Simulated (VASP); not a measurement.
Write the native input for VASP 6.6.1 that does the following.

```yaml
Task: single point
Functional: LDA
Potentials_or_basis: VASP PAW LDA potentials, release 64 (Pb_d, S)
Cutoff: 520 eV
k_mesh: 12 × 12 × 12
Occupations: fermi-dirac, width 0.08 eV
Spin: no spin polarisation
Dipole_correction: no
Further_INCAR_settings: ALGO = Normal; EDIFF = 1e-06; NBANDS = 17
```

The structure of PbS (rocksalt type) lies in POSCAR:

```
PbS
1.0
    0.0000000000      2.6195313172      2.6195313172
    2.6195313172      0.0000000000      2.6195313172
    2.6195313172      2.6195313172      0.0000000000
Pb S
1 1
Direct
    0.0000000000      0.0000000000      0.0000000000
    0.5000000000      0.5000000000      0.5000000000
```

The input as run:

INCAR

```
SYSTEM = PbS
PREC = Accurate
ENCUT = 520
EDIFF = 1E-6
ISMEAR = -1
SIGMA = 0.08
LREAL = .False.
LASPH = .True.
NELM = 100
ALGO = Normal
ISIF = 2
LWAVE = .False.
LCHARG = .False.
NBANDS = 17
```

KPOINTS

```
regular mesh
0
Gamma
  12 12 12
  0 0 0
```

Potentials or basis: VASP PAW LDA potentials, release 64 (Pb_d, S).

Command:

```sh
$ cat potpaw_LDA.64/Pb_d/POTCAR potpaw_LDA.64/S/POTCAR > POTCAR
$ mpirun -np 1 vasp_std > vasp.out
```

It gave:

- Pressure: 42.2 GPa
- Band gap on the k mesh: 0.14 eV (least direct gap 0.38 eV)

Caveat: the cell stands under pressure; spin-orbit coupling is left out, which moves the levels of the heavy elements.

Wall time 59 s on 1 thread of Intel Xeon 8259CL, on a shared host, peak memory 0.17 GiB.
